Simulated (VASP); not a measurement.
A run of VASP 6.6.1 is set up as follows.

Contents of INCAR:

```
SYSTEM = LiGa3
  PREC = Accurate
  ENCUT = 520
  EDIFF = 1E-6
  ISMEAR = 0
  SIGMA = 0.15
  LREAL = .False.
  LASPH = .True.
  NELM = 100
  ALGO = Normal
  ISIF = 2
  LWAVE = .False.
  LCHARG = .False.
  GGA = CA
  NBANDS = 29
```

File KPOINTS:

```
Automatic mesh
0
Gamma
  14 14 14
  0 0 0
```

Contents of POSCAR:

```
LiGa3
1.0
    3.9365047715      0.0000000000      0.0000000000
    0.0000000000      3.9365047715      0.0000000000
    0.0000000000      0.0000000000      3.9365047715
Li Ga
1 3
Direct
    0.0000000000      0.0000000000      0.0000000000
    0.5000000000      0.0000000000      0.5000000000
    0.0000000000      0.5000000000      0.5000000000
    0.5000000000      0.5000000000      0.0000000000
```

Potentials or basis: VASP PAW LDA potentials, release 64 (Li_sv, Ga_d).

Command:

```bash
$ cat potpaw_LDA.64/Li_sv/POTCAR potpaw_LDA.64/Ga_d/POTCAR > POTCAR
$ mpirun -np 1 vasp_std > vasp.out
```

**Question.** What does it give for the band gap on the k mesh?

**Answer.** Zero (bands 21 and 22 overlap by 6.08 eV).
